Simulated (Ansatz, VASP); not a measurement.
MoS2: VASP beside Ansatz

```xyz
3
Lattice="1.5671 0.9048 5.9550 -1.5671 0.9048 5.9550 0.0000 -1.8095 5.9550" Properties=species:S:1:pos:R:3 pbc="T T T"
Mo    0.0000    0.0000    0.0000
S     0.0000   -0.1350   13.5125
S     0.0000    0.1350    4.3524
```

Change from the starting cell: mode 7 frozen in at -0.135 Å, normal strain along y +0.0000.

Alike in both runs: task single point; functional PBE; dispersion D3(BJ); k mesh 15 × 15 × 15; occupations gaussian, width 0.15 eV; no spin polarisation.

```csv
,VASP,Ansatz
version,VASP 6.6.1,Ansatz 0.2.0
potentials or method,"VASP PAW PBE potentials, release 64 (Mo_sv, S), cutoff 520 eV","scalar-relativistic, plane waves, PAW"
valence electrons in the cell,26,26
```

|  | VASP | Ansatz | Ansatz less VASP |
| --- | --- | --- | --- |
| gap on the k mesh at the Fermi level (eV) | none | none | - |
| pressure (GPa) | 1.0 | 1.1 | +0.12 |
| traceless stress, the component that is largest in VASP (GPa) | 9.46 | 9.48 | +0.022 |
| rms of the force components (eV/Å) | 0.474 | 0.475 | +0.0015 |

Atom by atom the forces differ by 0.007 eV/Å (rms over components). A gap of «none» marks a metal or a gap that the smearing closes.
